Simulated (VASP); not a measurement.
# CuAu (P4/mmm) in VASP: notebook, part 2 of 2

VASP 6.6.1.

### Step 4. Single point, PBEsol (strain +0.030 along x and y, +0.000 along z)

INCAR

```
ALGO = Fast ; EDIFF = 1E-6
ENCUT = 520 ; GGA = PS
ISIF = 2 ; ISMEAR = 0
LASPH = True ; LCHARG = False
LREAL = False ; LWAVE = False
NBANDS = 18 ; NELM = 100
PREC = Accurate ; SIGMA = 0.15
```

KPOINTS

```
k-points
0
Gamma
  18 18 14
```

POSCAR

```
CuAu
1.0
    2.8840000000      0.0000000000      0.0000000000
    0.0000000000      2.8840000000      0.0000000000
    0.0000000000      0.0000000000      3.6700000000
Cu Au
1 1
Direct
    0.5000000000      0.5000000000      0.5000000000
    0.0000000000      0.0000000000      0.0000000000
```

Potentials or basis: VASP PAW PBE potentials, release 64 (Cu, Au).

Command:

```console
> cat potpaw_PBE.64/Cu/POTCAR potpaw_PBE.64/Au/POTCAR > POTCAR
> mpirun -np 1 vasp_std > vasp.out
```

OUTCAR:

```text
EDIFF = 1E-6
   ENCUT = 520
   GGA = PS
   ISIF = 2
   ISMEAR = 0
   LASPH = True
   LREAL = False
   NELM = 100
   PREC = Accurate

 ion  position               nearest neighbor table
   1  0.500  0.500  0.500-   2 2.74   2 2.74   2 2.74   2 2.74   2 2.74   2 2.74   2 2.74   2 2.74

   2  0.000  0.000  0.000-   1 2.74   1 2.74   1 2.74   1 2.74   1 2.74   1 2.74   1 2.74   1 2.74

  LATTYP: Found a simple tetragonal cell.
 ALAT       =     2.8840000000
 C/A-ratio  =     1.2725381415

  Lattice vectors:

 A1 = (   2.8840000000,   0.0000000000,   0.0000000000)
 A2 = (   0.0000000000,   2.8840000000,   0.0000000000)
 A3 = (   0.0000000000,   0.0000000000,   3.6700000000)

Analysis of symmetry for initial positions (statically):
=====================================================================
 Subroutine PRICEL returns:
 Original cell was already a primitive cell.

 Routine SETGRP: Setting up the symmetry group for a
 simple tetragonal supercell.

 Subroutine GETGRP returns: Found 16 space group operations
 (whereof 16 operations were pure point group operations)
 out of a pool of 16 trial point group operations.

The static configuration has the point symmetry D_4h.

Analysis of symmetry for dynamics (positions and initial velocities):
=====================================================================
 Subroutine PRICEL returns:
 Original cell was already a primitive cell.

 Routine SETGRP: Setting up the symmetry group for a
 simple tetragonal supercell.

 Subroutine GETGRP returns: Found 16 space group operations
 (whereof 16 operations were pure point group operations)
 out of a pool of 16 trial point group operations.

The dynamic configuration has the point symmetry D_4h.

 Subroutine INISYM returns: Found 16 space group operations
 (whereof 16 operations are pure point group operations),
 and found     1 'primitive' translations

----------------------------------------------------------------------------------------

[... 113 lines left out ...]
  volume/ion in A,a.u.               =      15.26       103.00
  Fermi-wavevector in a.u.,A,eV,Ry     =   1.467789  2.773718 29.312440  2.154404
  Thomas-Fermi vector in A             =   2.583364
   LORBIT       =      0    0 simple, 1 ext, 2 COOP (PROOUT), +10 PAW based schemes
   GGA     = PS    functional components
   LHFCALC =     F    Hartree Fock is set to
   AEXX    =    0.0000 exact exchange contribution
   IVDW    =     0    specifies the selected vdW correction
   LEPSILON=     F    determine dielectric tensor
   LRPA    =     F    only Hartree local field effects (RPA)
 non-spin polarized calculation
 RMM-DIIS sequential band-by-band and
 Gauss-broadening in eV      SIGMA  =   0.15
  energy-cutoff  :      520.00
  volume of cell :       30.53
 maximum number of plane-waves:       840
 NGX is ok and might be reduce to    24
   NGX = 11   NGY = 11   NGZ = 13

 number of electron      22.0000005 magnetization

 Free energy of the ion-electron system (eV)
  ---------------------------------------------------
  ext. energy  EPLUGINS =         0.00000000
  ---------------------------------------------------
  free energy    TOTEN  =        -8.29212878 eV

  energy without entropy =       -8.28529766  energy(sigma->0) =       -8.28871322

 E-fermi :   7.8586     XC(G=0): -12.5598

 val. band max:        7.8492592964   @ k =   0.3889   0.3333   0.2857
 cond. band min:       7.8644868238   @ k =   0.1667   0.1667   0.3571
 fundamental gap:      0.0152275274
 Fermi energy:         7.8586212375

 k-point     1 :       0.0000    0.0000    0.0000
  band No.  band energies     occupation
      1      -1.5190      2.00000
      2       1.6829      2.00000
      3       1.8146      2.00000
      4       3.9563      2.00000
      5       3.9563      2.00000
      6       4.8732      2.00000
[... 481 lines left out ...]
      5       4.0419      2.00000
      6       4.1401      2.00000
[... 10 lines left out ...]
     17      22.0905      0.00000
     18      24.4243      0.00000

 [... further k-points ...]

------------------------ aborting loop because EDIFF is reached ----------------------------------------

  FORCE on cell =-STRESS in cart. coord.  units (eV):
  Direction    XX          YY          ZZ          XY          YZ          ZX
  --------------------------------------------------------------------------------------
  -------------------------------------------------------------------------------------
  Total       -1.9356017     -1.9356017     -1.8750487      0.0000000      0.0000000      0.0000000
  in kB     -101.5944542   -101.5944542    -98.4161943      0.0000000      0.0000000      0.0000000
  external PRESSURE =    -100.5350342 kB  Pullay stress =       0.0000000 kB

 VOLUME and BASIS-vectors are now :
 -----------------------------------------------------------------------------
  energy-cutoff  :      520.00
  volume of cell :       30.53
      direct lattice vectors                 reciprocal lattice vectors
     2.884000000  0.000000000  0.000000000     0.346740638  0.000000000  0.000000000
     0.000000000  2.884000000  0.000000000     0.000000000  0.346740638  0.000000000
     0.000000000  0.000000000  3.670000000     0.000000000  0.000000000  0.272479564

 POSITION                                       TOTAL-FORCE (eV/Angst)
 -----------------------------------------------------------------------------------
      1.44200      1.44200      1.83500         0.000000      0.000000      0.000000
      0.00000      0.00000      0.00000         0.000000      0.000000      0.000000
 -----------------------------------------------------------------------------------
    total drift:                                0.000000      0.000000     -0.000000

  FREE ENERGIE OF THE ION-ELECTRON SYSTEM (eV)
  ---------------------------------------------------
  free  energy   TOTEN  =        -8.2921287791 eV

  energy  without entropy=       -8.2852976611  energy(sigma->0) =       -8.28871322
```

stdout:

```text
POSCAR found type information on POSCAR CuAu
 POSCAR found :  2 types and       2 ions
 scaLAPACK will be used
 -----------------------------------------------------------------------------
|                                                                             |
|                                                                             |
|     You enforced a specific xc type in the INCAR file but a different       |
|     I HOPE YOU KNOW WHAT YOU ARE DOING!                                     |
|                                                                             |
 -----------------------------------------------------------------------------

 LDA part: xc-table for (Slater+PW92), standard interpolation
 POSCAR, INCAR and KPOINTS ok, starting setup
 FFT: planning ... GRIDC
 FFT: planning ... GRID_SOFT
 FFT: planning ... GRID
 WAVECAR not read
 entering main loop
WARNING in EDDRMM: call to ZHEGV failed, returncode =   8  4     18
WARNING in EDDRMM: call to ZHEGV failed, returncode =   6  3     17
WARNING in EDDRMM: call to ZHEGV failed, returncode =   8  4     17
WARNING in EDDRMM: call to ZHEGV failed, returncode =   8  4     17
```

It took 93 s on 1 thread of Intel Xeon 6975P-C (Granite Rapids), shared host; peak memory 0.35 GiB.

Results:

* Free energy: -8.2921 eV
* Pressure: -10.1 GPa
* Band gap on the k mesh: zero (band 11 reaches 12.86 eV, above the bottom of band 12 at 5.94 eV)

Levels at points of the mesh, in eV from the Fermi level:
| k point | band 8 | band 9 | band 10 | band 11 | band 12 | band 13 | band 14 | band 15 |
| --- | --- | --- | --- | --- | --- | --- | --- | --- |
| (0.00, 0.00, 0.00) | -2.00 | -1.63 | -1.44 | -1.44 | 2.52 | 8.10 | 9.42 | 9.42 |
| (0.50, 0.00, 0.00) | -2.79 | -2.30 | -2.11 | -0.92 | -0.38 | 9.51 | 9.54 | 11.17 |
| (0.50, 0.50, 0.00) | -1.61 | -1.32 | -1.32 | 0.56 | 0.56 | 4.51 | 6.28 | 10.13 |
| (0.00, 0.00, 0.50) | -2.73 | -2.24 | -2.24 | -2.16 | -1.92 | 13.92 | 14.00 | 14.00 |
| (0.50, 0.00, 0.50) | -1.68 | -1.52 | -1.48 | -0.90 | -0.89 | 2.38 | 4.18 | 15.41 |
| (0.50, 0.50, 0.50) | -2.02 | -1.75 | -1.61 | 5.00 | 5.33 | 5.33 | 5.49 | 6.58 |

Caveat: the cell differs from its parent crystal (strain +0.030 along x and y, +0.000 along z); the PAW data sets were made with another functional, which shifts forces and pressure a little; spin-orbit coupling is left out, which moves the levels of the heavy elements.

### Step 5. Overview

| cell | further INCAR settings | gap on the mesh (eV) | pressure (GPa) |
| --- | --- | --- | --- |
| a = 2.884, b = 2.884, c = 3.615 Å, 2 atoms | ALGO = Fast; EDIFF = 1e-07; NBANDS = 18 | none | -8.2 |
| a = 2.842, b = 2.842, c = 3.725 Å, 2 atoms | ALGO = Fast; EDIFF = 1e-07; NBANDS = 18 | none | -8.2 |
| a = 2.884, b = 2.884, c = 3.670 Å, 2 atoms | ALGO = Fast; EDIFF = 1e-06; NBANDS = 18 | none | -10.1 |

Alike in all rows: task single point; level PBEsol; potentials or basis VASP PAW PBE potentials, release 64 (Cu, Au); no spin polarisation; k mesh 18 × 18 × 14; cutoff (eV) 520; smearing gaussian 0.15 eV.

Caveats: the PAW data sets were made with another functional, which shifts forces and pressure a little; spin-orbit coupling is left out, which moves the levels of the heavy elements.

Total energies depend on the potentials used, so only differences within one code and one set of settings carry meaning.
